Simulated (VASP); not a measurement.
A run of VASP 6.6.1 is set up as follows.

INCAR

```
SYSTEM = MgZrC
PREC = Accurate
ENCUT = 520
EDIFF = 1E-7
ISMEAR = 0
SIGMA = 0.1
LREAL = .False.
LASPH = .True.
NELM = 150
ALGO = Normal
ISIF = 2
LWAVE = .False.
LCHARG = .False.
ISPIN = 2
MAGMOM = 0 1 0
LORBIT = 11
LMAXMIX = 4
GGA = PE
NBANDS = 20
```

Contents of KPOINTS:

```
Automatic mesh
0
Gamma
  6 6 4
  0 0 0
```

The input POSCAR:

```
MgZrC
1.0
    3.8434166100      0.0000000000      0.0000000000
   -1.9217083100      3.3284964200      0.0000000000
    0.0000000000      0.0000000000      4.2750356300
Mg Zr C
1 1 1
Direct
    0.0000000000      0.0000000000      0.0000000000
    0.6666666700      0.3333333300      0.5000000000
    0.3333333300      0.6666666700      0.5000000000
```

Potentials or basis: VASP PAW PBE potentials, release 64 (Mg, Zr_sv, C).

The run is started by

```console
$ cat potpaw_PBE.64/Mg/POTCAR potpaw_PBE.64/Zr_sv/POTCAR potpaw_PBE.64/C/POTCAR > POTCAR
$ mpirun -np 1 vasp_std > vasp.out
```

(1) Estimate the band gap on the k mesh.

(2) Estimate the net moment.

(3) Predict the pressure.

Answers

(1) zero (filled and empty bands overlap).

(2) 0.00 μB per cell.

(3) -3.4 GPa.

Caveat: the k points lie up to 0.37 Å⁻¹ apart, too coarse for converged energies and pressures of a metal.
